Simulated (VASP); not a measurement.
# Hf (Fm-3m) in VASP: relaxation of cell and atoms with PBE

Aim: the relaxation of cell and atoms of Hf with PBE.

All numbers are computed with VASP 6.6.1; they aren't measurements. Logs are shortened: lines on timing, memory, paths and dates and some standing lists are left out, and cuts for length are marked.

### 1 The cell of the first run

It takes space group Fm-3m (No. 225, cubic). Conventional cell: a = 4.493 Å, b = 4.493 Å, c = 4.493 Å, α = 90.00°, β = 90.00°, γ = 90.00°. Hf (site symmetry m-3m) has 12 Hf at 3.18 Å within 4.2 Å.

This isn't the form of Hf at room conditions, which is hcp.

### 2 Relaxation of cell and atoms, PBE

Input file INCAR:

```
SYSTEM = Hf
ALGO = Fast
EDIFF = 1E-6
EDIFFG = -0.01
ENCUT = 600
GGA = PE
IBRION = 2
ISIF = 3
ISMEAR = 0
LASPH = .TRUE.
LCHARG = .FALSE.
LREAL = .FALSE.
LWAVE = .FALSE.
NELM = 80
NSW = 80
PREC = Accurate
SIGMA = 0.1
```

Input file KPOINTS:

```
k-points
0
G
  16 16 16
  0 0 0
```

Input file POSCAR:

```
Hf
1.0
    0.0000000000      2.2464239819      2.2464239819
    2.2464239819      0.0000000000      2.2464239819
    2.2464239819      2.2464239819      0.0000000000
Hf
1
Direct
    0.0000000000      0.0000000000      0.0000000000
```

Potentials or basis: VASP PAW PBE potentials, release 64 (Hf_pv).

Started as:

```bash
$ cat potpaw_PBE.64/Hf_pv/POTCAR > POTCAR
$ mpirun -np 1 vasp_std > vasp.out
```

OUTCAR:

```text
SYSTEM = Hf
   EDIFF = 1E-6
   EDIFFG = -0.01
   ENCUT = 600
   GGA = PE
   IBRION = 2
   ISIF = 3
   ISMEAR = 0
   LASPH = .TRUE.
   LREAL = .FALSE.
   NELM = 80
   NSW = 80
   PREC = Accurate

 ion  position               nearest neighbor table
   1  0.000  0.000  0.000-

  LATTYP: Found a face centered cubic cell.
 ALAT       =     4.4928479638

  Lattice vectors:

 A1 = (   0.0000000000,   2.2464239819,   2.2464239819)
 A2 = (   2.2464239819,   0.0000000000,   2.2464239819)
 A3 = (   2.2464239819,   2.2464239819,   0.0000000000)

Analysis of symmetry for initial positions (statically):
=====================================================================
 Subroutine PRICEL returns:
 Original cell was already a primitive cell.

 Routine SETGRP: Setting up the symmetry group for a
 face centered cubic supercell.

 Subroutine GETGRP returns: Found 48 space group operations
 (whereof 48 operations were pure point group operations)
 out of a pool of 48 trial point group operations.

The static configuration has the point symmetry O_h .

Analysis of symmetry for dynamics (positions and initial velocities):
=====================================================================
 Subroutine PRICEL returns:
 Original cell was already a primitive cell.

 Routine SETGRP: Setting up the symmetry group for a
 face centered cubic supercell.

 Subroutine GETGRP returns: Found 48 space group operations
 (whereof 48 operations were pure point group operations)
 out of a pool of 48 trial point group operations.

The dynamic configuration has the point symmetry O_h .

 Subroutine INISYM returns: Found 48 space group operations
 (whereof 48 operations are pure point group operations),
 and found     1 'primitive' translations

----------------------------------------------------------------------------------------

                                     Primitive cell

  volume of cell :      22.6728

  direct lattice vectors                    reciprocal lattice vectors
     0.000000000  2.246423982  2.246423982    -0.222575971  0.222575971  0.222575971
     2.246423982  0.000000000  2.246423982     0.222575971 -0.222575971  0.222575971
     2.246423982  2.246423982  0.000000000     0.222575971  0.222575971 -0.222575971

  length of vectors
     3.176923262  3.176923262  3.176923262     0.385512891  0.385512891  0.385512891

  position of ions in fractional coordinates (direct lattice)
     0.000000000  0.000000000  0.000000000

  ion indices of the primitive-cell ions
   primitive index   ion index
                 1           1

----------------------------------------------------------------------------------------

 KPOINTS: k-points

Automatic generation of k-mesh.
 Grid dimensions read from file:
 generate k-points for:   16   16   16

 Generating k-lattice:

  Cartesian coordinates                     Fractional coordinates (reciprocal lattice)
    -0.013910998  0.013910998  0.013910998     0.062500000  0.000000000  0.000000000
     0.013910998 -0.013910998  0.013910998     0.000000000  0.062500000  0.000000000
     0.013910998  0.013910998 -0.013910998     0.000000000  0.000000000  0.062500000

  Length of vectors
     0.024094556  0.024094556  0.024094556

  Shift w.r.t. Gamma in fractional coordinates (k-lattice)
     0.000000000  0.000000000  0.000000000

 Subroutine IBZKPT returns following result:
 ===========================================

 Found    145 irreducible k-points:

 Following reciprocal coordinates:
            Coordinates               Weight
  0.000000  0.000000  0.000000      1.000000
  0.062500  0.000000  0.000000      8.000000
  0.125000  0.000000  0.000000      8.000000
  0.187500  0.000000  0.000000      8.000000
  0.250000  0.000000  0.000000      8.000000
  0.312500  0.000000  0.000000      8.000000
[... 16 lines left out ...]
 -0.125000  0.062500  0.000000     24.000000
 -0.062500  0.062500  0.000000     12.000000
 [... further k-points ...]
   k-points           NKPTS =    145   k-points in BZ     NKDIM =    145   number of bands    NBANDS=      9
   number of dos      NEDOS =    301   number of ions     NIONS =      1
   total plane-waves  NPLWV =  21952
   dimension x,y,z NGX =    28 NGY =   28 NGZ =   28
   dimension x,y,z NGXF=    56 NGYF=   56 NGZF=   56
   ions per type =               1
   NGX,Y,Z   is equivalent  to a cutoff of  14.65, 14.65, 14.65 a.u.
   NGXF,Y,Z  is equivalent  to a cutoff of  29.30, 29.30, 29.30 a.u.
 SYSTEM =  Hf
   PREC   = accura    normal or accurate (medium, high low for compatibility)
   ISTART =      0    job   : 0-new  1-cont  2-samecut
   ICHARG =      2    charge: 1-file 2-atom 10-const
   ISPIN  =      1    spin polarized calculation?
   LNONCOLLINEAR =      F non collinear calculations
   LSORBIT =      F    spin-orbit coupling
   LASPH  =      T    aspherical Exc in radial PAW
   ENCUT  =  600.0 eV  44.10 Ry    6.64 a.u.   6.35  6.35  6.35*2*pi/ulx,y,z
   NELM   =     80;   NELMIN=  2; NELMDL= -5     # of ELM steps
   EDIFF  = 0.1E-05   stopping-criterion for ELM
   LREAL  =      F    real-space projection
   EDIFFG = -.1E-01   stopping-criterion for IOM
   NSW    =     80    number of steps for IOM
   IBRION =      2    ionic relax: 0-MD 1-quasi-New 2-CG
   NFREE  =      1    steps in history (QN), initial steepest desc. (CG)
   ISIF   =      3    stress and relaxation
   ISYM   =      2    0-nonsym 1-usesym 2-fastsym
   POTIM  = 0.5000    time-step for ionic-motion
   TEBEG  =    0.0;   TEEND  =   0.0 temperature during run
   PSTRESS=    0.0 pullay stress
   NELECT =      10.0000    total number of electrons
   NUPDOWN=      -1.0000    fix difference up-down
   EMIN   =  10.00;   EMAX   =-10.00  energy-range for DOS
   EFERMI =   0.00;   METHOD = LEGACY
   ISMEAR =     0;   SIGMA  =   0.10  broadening in eV -4-tet -1-fermi 0-gaus
   EFERMI_NEDOS =   21; number of points for ismear=-14 and -15
   IALGO  =     68    algorithm
   IMIX   =      4    mixing-type and parameters
     AMIX     =   0.40;   BMIX     =  1.00
     AMIX_MAG =   1.60;   BMIX_MAG =  1.00
  volume/ion in A,a.u.               =      22.67       153.00
  Fermi-wavevector in a.u.,A,eV,Ry     =   1.246158  2.354897 21.128620  1.552910
  Thomas-Fermi vector in A             =   2.380348
   LORBIT       =      0    0 simple, 1 ext, 2 COOP (PROOUT), +10 PAW based schemes
   GGA     = PE    functional components
   LHFCALC =     F    Hartree Fock is set to
   AEXX    =    0.0000 exact exchange contribution
   IVDW    =     0    specifies the selected vdW correction
   LEPSILON=     F    determine dielectric tensor
   LRPA    =     F    only Hartree local field effects (RPA)
 conjugate gradient relaxation of ions
 non-spin polarized calculation
 RMM-DIIS sequential band-by-band and
 Gauss-broadening in eV      SIGMA  =   0.10
  energy-cutoff  :      600.00
  volume of cell :       22.67
 maximum number of plane-waves:       775
 NGX is ok and might be reduce to    28
   NGX = 13   NGY = 13   NGZ = 13

--------------------------------------- Ionic step        1  -------------------------------------------

 number of electron      10.0000001 magnetization

 Free energy of the ion-electron system (eV)
  ---------------------------------------------------
  ext. energy  EPLUGINS =         0.00000000
  ---------------------------------------------------
  free energy    TOTEN  =        -9.85469098 eV

  energy without entropy =       -9.84507569  energy(sigma->0) =       -9.84988334

------------------------ aborting loop because EDIFF is reached ----------------------------------------

  FORCE on cell =-STRESS in cart. coord.  units (eV):
  Direction    XX          YY          ZZ          XY          YZ          ZX
  --------------------------------------------------------------------------------------
  -------------------------------------------------------------------------------------
  Total       -0.1231202     -0.1231202     -0.1231202      0.0000000      0.0000000     -0.0000000
  in kB       -8.7003122     -8.7003122     -8.7003122      0.0000000      0.0000000     -0.0000000
  external PRESSURE =      -8.7003122 kB  Pullay stress =       0.0000000 kB
[... 55 lines left out ...]
  energy  without entropy=       -9.8454261489  energy(sigma->0) =       -9.85014266

--------------------------------------- Ionic step        3  -------------------------------------------

 number of electron      10.0000001 magnetization

 Free energy of the ion-electron system (eV)
  ---------------------------------------------------
  ext. energy  EPLUGINS =         0.00000000
  ---------------------------------------------------
  free energy    TOTEN  =        -9.85534200 eV

  energy without entropy =       -9.84581645  energy(sigma->0) =       -9.85057923

 E-fermi :   4.7140     XC(G=0): -11.2704

 val. band max:        4.7033510933   @ k =  -0.3125   0.3125   0.0625
 cond. band min:       4.7163324991   @ k =  -0.1875   0.1250   0.0000
 fundamental gap:      0.0129814058
 Fermi energy:         4.7140416874

 k-point     1 :       0.0000    0.0000    0.0000
  band No.  band energies     occupation
      1     -25.3097      2.00000
      2     -25.3097      2.00000
      3     -25.3097      2.00000
      4      -2.4819      2.00000
      5       6.1190      0.00000
      6       6.1190      0.00000
      7       6.1190      0.00000
      8       8.8973      0.00000
      9       8.8973      0.00000
[... 265 lines left out ...]
 k-point    24 :      -0.0625    0.0625    0.0000
  band No.  band energies     occupation
      1     -25.3878      2.00000
      2     -25.3324      2.00000
      3     -25.3152      2.00000
      4      -2.1229      2.00000
      5       5.7565      0.00000
      6       6.2854      0.00000
      7       6.2993      0.00000
      8       8.5567      0.00000
      9       8.8859      0.00000

 [... further k-points ...]

------------------------ aborting loop because EDIFF is reached ----------------------------------------

  FORCE on cell =-STRESS in cart. coord.  units (eV):
  Direction    XX          YY          ZZ          XY          YZ          ZX
  --------------------------------------------------------------------------------------
  -------------------------------------------------------------------------------------
  Total        0.0021562      0.0021562      0.0021562     -0.0000000     -0.0000000      0.0000000
  in kB        0.1538947      0.1538947      0.1538947     -0.0000000     -0.0000000      0.0000000
  external PRESSURE =       0.1538947 kB  Pullay stress =       0.0000000 kB
[... 16 lines left out ...]
  FREE ENERGIE OF THE ION-ELECTRON SYSTEM (eV)
  ---------------------------------------------------
  free  energy   TOTEN  =        -9.8553419990 eV

  energy  without entropy=       -9.8458164548  energy(sigma->0) =       -9.85057923

 reached required accuracy - stopping structural energy minimisation
```

It took 61 s on 1 thread of AMD EPYC 9R45 (Zen 5), shared host; peak memory 0.16 GiB.

What came out:

```yaml
Free_energy: -9.8553 eV
Relaxed_volume: 22.45 Å³/atom
Relaxed_cell: a = 3.166 Å, b = 3.166 Å, c = 3.166 Å, α = 60.00°, β = 60.00°, γ = 60.00°
Space_group_after_relaxing_to_0.1_Å: Fm-3m (No. 225)
Energy_gained_by_relaxing: 0.7 meV/atom
Ionic_steps: 3
Pressure_after_relaxing: 0.0 GPa
Band_gap_on_the_k_mesh: zero (bands 5 and 6 overlap by 1.80 eV)
```

Step by step:
```
step  energy change (eV)  largest force (eV/Å)  pressure (GPa)  volume (Å³)
   1              0.0000                0.0000           -0.87        22.67
   2             -0.0002                0.0000            0.91        22.27
   3             -0.0007                0.0000            0.02        22.45
```

Final structure:
```
CELL_PARAMETERS angstrom
0.00000 2.23897 2.23897
2.23897 0.00000 2.23897
2.23897 2.23897 0.00000
ATOMIC_POSITIONS crystal
Hf 0.00000 0.00000 0.00000
```

Caveat: spin-orbit coupling is left out, which moves the levels of the heavy elements.
